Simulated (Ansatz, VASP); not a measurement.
# ZnS in VASP and in Ansatz

INCAR

```
PREC = Accurate ; ENCUT = 520
EDIFF = 1E-7 ; ISMEAR = -1
SIGMA = 0.01 ; LREAL = False
LASPH = True ; NELM = 100
ALGO = Normal ; ISIF = 2
LWAVE = False ; LCHARG = False
GGA = PS ; NBANDS = 16
```

File KPOINTS:

```
regular mesh
0
Gamma
  9 9 9
```

File POSCAR:

```
ZnS
1.0
    0.0000000000      2.7402415815      2.7402415815
    2.7402415815      0.0000000000      2.7402415815
    2.7402415815      2.7402415815      0.0000000000
Zn S
1 1
Direct
    0.0000000000      0.0000000000      0.0000000000
    0.7500000000      0.7500000000      0.7500000000
```

Input for Ansatz:

```yaml
crystal:
  lattice:
    - [0.0, 2.7402415815, 2.7402415815]
    - [2.7402415815, 0.0, 2.7402415815]
    - [2.7402415815, 2.7402415815, 0.0]
  atoms:
    - { symbol: Zn, position: [0.0, 0.0, 0.0] }
    - { symbol: S, position: [0.75, 0.75, 0.75] }
kpoints:
  mp_grid: { grid: [9, 9, 9] }
  band_path:
    path:
      - [0.0, 0.0, 0.0]
      - [-0.5, -0.5, 0.0]
      - [-0.375, -0.375, 0.25]
      - [-0.375, 0.0, 0.375]
      - [0.0, 0.0, 0.0]
      - [0.0, 0.0, 0.5]
      - [-0.5, -0.25, 0.25]
      - [-0.5, -0.5, 0.0]
    npoints: 5
scf:
  occupations: { method: fermi_dirac, width: 0.01 }
hamiltonian:
  xc: pbesol
  pseudopotentials: { kind: all_electron, lapw: { basis_error: 0.00025 } }
output:
  forces: true
  stress: true
  eigenvalues: true
```

Change from the starting cell: volume scaled by 1.04.

Alike in both runs: task single point; functional PBEsol; k mesh 9 × 9 × 9; occupations fermi-dirac, width 0.01 eV; no spin polarisation.

|  | VASP | Ansatz |
| --- | --- | --- |
| version | VASP 6.6.1 | Ansatz 0.2.0 |
| potentials or method | VASP PAW PBE potentials, release 64 (Zn, S), cutoff 520 eV | all-electron LAPW, scalar-relativistic |

|  | VASP | Ansatz | Ansatz less VASP |
| --- | --- | --- | --- |
| gap on the k mesh at the Fermi level (eV) | 1.80 | 1.80 | 0.000 |
| pressure (GPa) | -4.5 | -4.6 | -0.16 |

VASP's potentials were made for PBE, not for PBEsol. Ansatz ran all-electron here, and VASP with PAW potentials.
